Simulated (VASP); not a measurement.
# Ge (Pmma) in VASP: single point with r2SCAN

Aim: the single point of Ge with r2SCAN.

All numbers are computed with VASP 6.6.1; they aren't measurements. Logs are shortened: lines on timing, memory, paths and dates and some standing lists are left out, and cuts for length are marked.

## (1) The cell of the first run

Symmetry: Pmma, No. 51, orthorhombic system. Conventional cell: a = 5.101 Å, b = 2.646 Å, c = 2.774 Å, α = 90.00°, β = 90.00°, γ = 90.00°. Within 3.5 Å of Ge (site symmetry mm2) lie 8 Ge at 2.62 to 3.36 Å.

## (2) Single point, r2SCAN (atoms displaced along a vibrational mode)

POSCAR

```
Ge
1.0
    0.0000000000      0.0000000000     -2.6462165267
    2.7735418769      0.0000000000      0.0000000000
    0.0000000000     -5.1009774123      0.0000000000
Ge
2
Direct
    0.0000000000      0.6442199245      0.0000000000
    0.0000000000     -0.1442199245      0.5000000000
```

INCAR.step1

```
SYSTEM = Ge
PREC = Accurate
ENCUT = 520
ISMEAR = 0
SIGMA = 0.15
LREAL = .False.
LASPH = .True.
NELM = 80
NBANDS = 21
GGA = PE
ALGO = Normal
EDIFF = 1E-4
LWAVE = .True.
LCHARG = .False.
```

INCAR.step2

```
SYSTEM = Ge
PREC = Accurate
ENCUT = 520
EDIFF = 1E-7
ISMEAR = 0
SIGMA = 0.15
LREAL = .False.
LASPH = .True.
NELM = 80
ALGO = Normal
ISIF = 2
LWAVE = .False.
LCHARG = .False.
METAGGA = R2SCAN
LMIXTAU = .True.
NBANDS = 21
ISTART = 1
```

KPOINTS

```
regular mesh
0
Gamma
  22 22 12
  0 0 0
```

Potentials or basis: VASP PAW PBE potentials, release 64 (Ge_d).

Run with:

```bash
$ cat potpaw_PBE.64/Ge_d/POTCAR > POTCAR
$ cp INCAR.step1 INCAR
$ mpirun -np 1 vasp_std > vasp.out
$ cp INCAR.step2 INCAR
$ mpirun -np 1 vasp_std > vasp.out
```

OUTCAR:

```text
SYSTEM = Ge
   PREC = Accurate
   ENCUT = 520
   EDIFF = 1E-7
   ISMEAR = 0
   LREAL = .False.
   LASPH = .True.
   NELM = 80
   ISIF = 2
   METAGGA = R2SCAN
   ISTART = 1

 ion  position               nearest neighbor table
   1  0.000  0.644  0.000-   2 2.62   2 2.62
   2  0.000  0.856  0.500-   1 2.62   1 2.62

  LATTYP: Found a simple orthorhombic cell.
 ALAT       =     2.6462165267
 B/A-ratio  =     1.0481159984
 C/A-ratio  =     1.9276492913

  Lattice vectors:

 A1 = (   0.0000000000,   0.0000000000,  -2.6462165267)
 A2 = (   2.7735418769,   0.0000000000,   0.0000000000)
 A3 = (   0.0000000000,  -5.1009774123,   0.0000000000)

Analysis of symmetry for initial positions (statically):
=====================================================================
 Subroutine PRICEL returns:
 Original cell was already a primitive cell.

 Routine SETGRP: Setting up the symmetry group for a
 simple orthorhombic supercell.

 Subroutine GETGRP returns: Found  8 space group operations
 (whereof  4 operations were pure point group operations)
 out of a pool of  8 trial point group operations.

The static configuration has the point symmetry C_2v.
 The point group associated with its full space group is D_2h.

Analysis of symmetry for dynamics (positions and initial velocities):
=====================================================================
 Subroutine PRICEL returns:
 Original cell was already a primitive cell.

 Routine SETGRP: Setting up the symmetry group for a
 simple orthorhombic supercell.

 Subroutine GETGRP returns: Found  8 space group operations
 (whereof  4 operations were pure point group operations)
 out of a pool of  8 trial point group operations.

The dynamic configuration has the point symmetry C_2v.
 The point group associated with its full space group is D_2h.

 Subroutine INISYM returns: Found  8 space group operations
 (whereof  4 operations are pure point group operations),
 and found     1 'primitive' translations

----------------------------------------------------------------------------------------

                                     Primitive cell

  volume of cell :      37.4381

  direct lattice vectors                    reciprocal lattice vectors
     0.000000000  0.000000000 -2.646216527     0.000000000  0.000000000 -0.377898025
     2.773541877  0.000000000  0.000000000     0.360549811  0.000000000  0.000000000
     0.000000000 -5.100977412  0.000000000     0.000000000 -0.196040860  0.000000000

  length of vectors
     2.646216527  2.773541877  5.100977412     0.377898025  0.360549811  0.196040860

  position of ions in fractional coordinates (direct lattice)
     0.000000000  0.644219924  0.000000000
     0.000000000  0.855780076  0.500000000

  ion indices of the primitive-cell ions
   primitive index   ion index
                 1           1
                 2           2

----------------------------------------------------------------------------------------

 KPOINTS: regular mesh

Automatic generation of k-mesh.
 Grid dimensions read from file:
 generate k-points for:   22   22   12

 Generating k-lattice:

  Cartesian coordinates                     Fractional coordinates (reciprocal lattice)
     0.000000000  0.000000000 -0.017177183     0.045454545  0.000000000  0.000000000
     0.016388628  0.000000000  0.000000000     0.000000000  0.045454545  0.000000000
     0.000000000 -0.016336738  0.000000000     0.000000000  0.000000000  0.083333333

  Length of vectors
     0.017177183  0.016388628  0.016336738

  Shift w.r.t. Gamma in fractional coordinates (k-lattice)
     0.000000000  0.000000000  0.000000000

 Subroutine IBZKPT returns following result:
 ===========================================

 Found   1008 irreducible k-points:

 Following reciprocal coordinates:
            Coordinates               Weight
  0.000000  0.000000  0.000000      1.000000
  0.045455  0.000000  0.000000      2.000000
  0.090909  0.000000  0.000000      2.000000
  0.136364  0.000000  0.000000      2.000000
  0.181818  0.000000  0.000000      2.000000
  0.227273  0.000000  0.000000      2.000000
[... 16 lines left out ...]
  0.454545  0.045455  0.000000      4.000000
  0.500000  0.045455  0.000000      2.000000
 [... further k-points ...]
   k-points           NKPTS =   1008   k-points in BZ     NKDIM =   1008   number of bands    NBANDS=     21
   number of dos      NEDOS =    301   number of ions     NIONS =      2
   total plane-waves  NPLWV =  19200
   dimension x,y,z NGX =    20 NGY =   24 NGZ =   40
   dimension x,y,z NGXF=    40 NGYF=   48 NGZF=   80
   ions per type =               2
   NGX,Y,Z   is equivalent  to a cutoff of  12.56, 14.39, 13.04 a.u.
   NGXF,Y,Z  is equivalent  to a cutoff of  25.13, 28.77, 26.07 a.u.
 SYSTEM =  Ge
   PREC   = accura    normal or accurate (medium, high low for compatibility)
   ISTART =      1    job   : 0-new  1-cont  2-samecut
   ICHARG =      0    charge: 1-file 2-atom 10-const
   ISPIN  =      1    spin polarized calculation?
   LNONCOLLINEAR =      F non collinear calculations
   LSORBIT =      F    spin-orbit coupling
   LASPH  =      T    aspherical Exc in radial PAW
   ENCUT  =  520.0 eV  38.22 Ry    6.18 a.u.   4.92  5.16  9.48*2*pi/ulx,y,z
   NELM   =     80;   NELMIN=  2; NELMDL=  0     # of ELM steps
   EDIFF  = 0.1E-06   stopping-criterion for ELM
   LREAL  =      F    real-space projection
   EDIFFG = 0.1E-05   stopping-criterion for IOM
   NSW    =      0    number of steps for IOM
   IBRION =     -1    ionic relax: 0-MD 1-quasi-New 2-CG
   NFREE  =      0    steps in history (QN), initial steepest desc. (CG)
   ISIF   =      2    stress and relaxation
   ISYM   =      2    0-nonsym 1-usesym 2-fastsym
   POTIM  = 0.5000    time-step for ionic-motion
   TEBEG  =    0.0;   TEEND  =   0.0 temperature during run
   PSTRESS=    0.0 pullay stress
   NELECT =      28.0000    total number of electrons
   NUPDOWN=      -1.0000    fix difference up-down
   EMIN   =  10.00;   EMAX   =-10.00  energy-range for DOS
   EFERMI =   0.00;   METHOD = LEGACY
   ISMEAR =     0;   SIGMA  =   0.15  broadening in eV -4-tet -1-fermi 0-gaus
   EFERMI_NEDOS =   21; number of points for ismear=-14 and -15
   IALGO  =     38    algorithm
   IMIX   =      4    mixing-type and parameters
     AMIX     =   0.40;   BMIX     =  1.00
     AMIX_MAG =   1.60;   BMIX_MAG =  1.00
  volume/ion in A,a.u.               =      18.72       126.32
  Fermi-wavevector in a.u.,A,eV,Ry     =   1.486014  2.808160 30.044911  2.208239
  Thomas-Fermi vector in A             =   2.599354
   LORBIT       =      0    0 simple, 1 ext, 2 COOP (PROOUT), +10 PAW based schemes
   METAGGA = R2SCAN    functional components
   LHFCALC =     F    Hartree Fock is set to
   AEXX    =    0.0000 exact exchange contribution
   IVDW    =     0    specifies the selected vdW correction
   LEPSILON=     F    determine dielectric tensor
   LRPA    =     F    only Hartree local field effects (RPA)
 non-spin polarized calculation
 Gauss-broadening in eV      SIGMA  =   0.15
  energy-cutoff  :      520.00
  volume of cell :       37.44
 maximum number of plane-waves:      1032
 NGX is ok and might be reduce to    20
   NGX =  9   NGY = 11   NGZ = 19

 number of electron      27.9999995 magnetization

 Free energy of the ion-electron system (eV)
  ---------------------------------------------------
  ext. energy  EPLUGINS =         0.00000000
  ---------------------------------------------------
  free energy    TOTEN  =       -27.00180997 eV

  energy without entropy =      -26.99309987  energy(sigma->0) =      -26.99745492

 E-fermi :   6.4887     XC(G=0): -12.2839

 val. band max:        6.4830540080   @ k =   0.4545   0.0909   0.2500
 cond. band min:       6.4902224405   @ k =   0.2273   0.1364   0.4167
 fundamental gap:      0.0071684325
 Fermi energy:         6.4887270379

 k-point     1 :       0.0000    0.0000    0.0000
  band No.  band energies     occupation
      1     -18.9919      2.00000
      2     -18.9498      2.00000
      3     -18.9436      2.00000
      4     -18.7643      2.00000
      5     -18.7640      2.00000
      6     -18.7602      2.00000
[... 13 lines left out ...]
     20      19.1614      0.00000
     21      19.5661      0.00000

 k-point     2 :       0.0455    0.0000    0.0000
  band No.  band energies     occupation
      1     -18.9876      2.00000
      2     -18.9460      2.00000
      3     -18.9426      2.00000
      4     -18.7641      2.00000
      5     -18.7628      2.00000
      6     -18.7619      2.00000
[... 13 lines left out ...]
     20      19.2199      0.00000
     21      19.9170      0.00000

 k-point     3 :       0.0909    0.0000    0.0000
  band No.  band energies     occupation
      1     -18.9759      2.00000
      2     -18.9389      2.00000
      3     -18.9353      2.00000
      4     -18.7702      2.00000
      5     -18.7635      2.00000
      6     -18.7556      2.00000
[... 13 lines left out ...]
     20      19.5558      0.00000
     21      20.4483      0.00000

 k-point     4 :       0.1364    0.0000    0.0000
  band No.  band energies     occupation
      1     -18.9616      2.00000
      2     -18.9289      2.00000
      3     -18.9198      2.00000
      4     -18.7820      2.00000
      5     -18.7626      2.00000
      6     -18.7445      2.00000
[... 13 lines left out ...]
     20      19.4378      0.00000
     21      20.3215      0.00000

 k-point     5 :       0.1818    0.0000    0.0000
  band No.  band energies     occupation
      1     -18.9521      2.00000
      2     -18.9074      2.00000
      3     -18.9021      2.00000
      4     -18.7970      2.00000
      5     -18.7614      2.00000
      6     -18.7407      2.00000
[... 13 lines left out ...]
     20      19.7346      0.00000
     21      20.8799      0.00000

 k-point     6 :       0.2273    0.0000    0.0000
  band No.  band energies     occupation
      1     -18.9468      2.00000
      2     -18.8852      2.00000
      3     -18.8774      2.00000
      4     -18.8140      2.00000
      5     -18.7601      2.00000
      6     -18.7395      2.00000
[... 13 lines left out ...]
     20      20.0924      0.00000
     21      21.3326      0.00000

 k-point     7 :       0.2727    0.0000    0.0000
  band No.  band energies     occupation
      1     -18.9432      2.00000
      2     -18.8710      2.00000
      3     -18.8443      2.00000
      4     -18.8316      2.00000
      5     -18.7587      2.00000
      6     -18.7426      2.00000
[... 13 lines left out ...]
     20      20.5130      0.00000
     21      21.7670      0.00000
[... 291 lines left out ...]
      1     -18.9384      2.00000
      2     -18.8561      2.00000
      3     -18.8481      2.00000
      4     -18.8103      2.00000
      5     -18.7596      2.00000
      6     -18.7560      2.00000
[... 13 lines left out ...]
     20      20.7839      0.00000
     21      22.0914      0.00000

 k-point    21 :       0.3636    0.0455    0.0000
  band No.  band energies     occupation
      1     -18.9360      2.00000
      2     -18.8628      2.00000
      3     -18.8481      2.00000
      4     -18.7820      2.00000
      5     -18.7664      2.00000
      6     -18.7631      2.00000
[... 13 lines left out ...]
     20      21.3206      0.00000
     21      21.9723      0.00000

 k-point    22 :       0.4091    0.0455    0.0000
  band No.  band energies     occupation
      1     -18.9342      2.00000
      2     -18.8741      2.00000
      3     -18.8428      2.00000
      4     -18.7745      2.00000
      5     -18.7711      2.00000
      6     -18.7598      2.00000
[... 13 lines left out ...]
     20      21.3157      0.00000
     21      21.9189      0.00000

 k-point    23 :       0.4545    0.0455    0.0000
  band No.  band energies     occupation
      1     -18.9331      2.00000
      2     -18.8813      2.00000
      3     -18.8397      2.00000
      4     -18.7796      2.00000
      5     -18.7761      2.00000
      6     -18.7569      2.00000
[... 13 lines left out ...]
     20      20.7978      0.00000
     21      22.3980      0.00000

 k-point    24 :       0.5000    0.0455    0.0000
  band No.  band energies     occupation
      1     -18.9327      2.00000
      2     -18.8837      2.00000
      3     -18.8387      2.00000
      4     -18.7814      2.00000
      5     -18.7778      2.00000
      6     -18.7566      2.00000
[... 13 lines left out ...]
     20      20.5955      0.00000
     21      22.6159      0.00000

 [... further k-points ...]

------------------------ aborting loop because EDIFF is reached ----------------------------------------

  FORCE on cell =-STRESS in cart. coord.  units (eV):
  Direction    XX          YY          ZZ          XY          YZ          ZX
  --------------------------------------------------------------------------------------
  -------------------------------------------------------------------------------------
  Total       -0.1664762      1.0965352      0.2797103      0.0000000      0.0000000      0.0000000
  in kB       -7.1244170     46.9266613     11.9703137      0.0000000      0.0000000      0.0000000
  external PRESSURE =      17.2575193 kB  Pullay stress =       0.0000000 kB

 VOLUME and BASIS-vectors are now :
 -----------------------------------------------------------------------------
  energy-cutoff  :      520.00
  volume of cell :       37.44
      direct lattice vectors                 reciprocal lattice vectors
     0.000000000  0.000000000 -2.646216527     0.000000000  0.000000000 -0.377898025
     2.773541877  0.000000000  0.000000000     0.360549811  0.000000000  0.000000000
     0.000000000 -5.100977412  0.000000000     0.000000000 -0.196040860  0.000000000

 POSITION                                       TOTAL-FORCE (eV/Angst)
 -----------------------------------------------------------------------------------
      1.78677      0.00000      0.00000        -0.029611      0.000000      0.000000
      2.37354     -2.55049      0.00000         0.029611      0.000000      0.000000
 -----------------------------------------------------------------------------------
    total drift:                                0.000000      0.000000      0.000000

  FREE ENERGIE OF THE ION-ELECTRON SYSTEM (eV)
  ---------------------------------------------------
  free  energy   TOTEN  =       -27.0018099653 eV

  energy  without entropy=      -26.9930998692  energy(sigma->0) =      -26.99745492
```

It took 79 min on 1 thread of Oxide Virtual Turin-like, shared host; peak memory 0.63 GiB.

What came out:

| Item | Value |
| --- | --- |
| Free energy | -27.0018 eV |
| Pressure | 1.7 GPa |
| Largest force | 0.030 eV/Å |
| Band gap on the k mesh | zero (bands 14 and 15 overlap by 8.88 eV) |

Forces in eV/Å, atoms in the order of the input:
```
Ge  -0.030  0.000  0.000
Ge   0.030  0.000  0.000
```

Levels at points of the mesh, in eV from the Fermi level:
| k point | band 10 | band 11 | band 12 | band 13 | band 14 | band 15 | band 16 | band 17 | band 18 | band 19 |
| --- | --- | --- | --- | --- | --- | --- | --- | --- | --- | --- |
| (0.00, 0.00, 0.00) | -25.16 | -13.88 | -8.98 | -6.15 | 6.31 | 6.99 | 7.43 | 8.61 | 10.89 | 11.26 |
| (0.50, 0.00, 0.00) | -25.07 | -9.61 | -6.23 | -4.25 | -2.83 | -2.42 | 3.71 | 9.70 | 10.41 | 11.97 |
| (0.00, 0.50, 0.00) | -25.14 | -10.14 | -7.13 | -4.41 | -3.01 | -2.51 | 2.33 | 10.36 | 12.78 | 13.37 |
| (0.50, 0.50, 0.00) | -25.07 | -5.61 | -3.23 | -3.22 | -0.45 | 0.19 | 0.51 | 0.93 | 3.98 | 6.08 |
| (0.00, 0.00, 0.50) | -25.18 | -12.39 | -12.39 | 0.24 | 0.24 | 6.99 | 6.99 | 8.85 | 8.85 | 10.92 |
| (0.50, 0.00, 0.50) | -25.15 | -8.14 | -8.14 | -4.84 | -4.84 | 4.02 | 4.02 | 8.94 | 8.94 | 10.35 |
| (0.00, 0.50, 0.50) | -25.19 | -8.73 | -8.73 | -5.17 | -5.17 | 3.53 | 3.53 | 8.62 | 8.62 | 11.63 |
| (0.50, 0.50, 0.50) | -25.10 | -4.18 | -4.18 | -2.03 | -2.03 | -1.71 | -1.71 | 4.43 | 4.43 | 7.40 |

Caveat: the cell differs from its parent crystal (atoms displaced along a vibrational mode); the stress differs along the axes, from -1 to 5 GPa; the PAW data sets were made with another functional, which shifts forces and pressure a little.
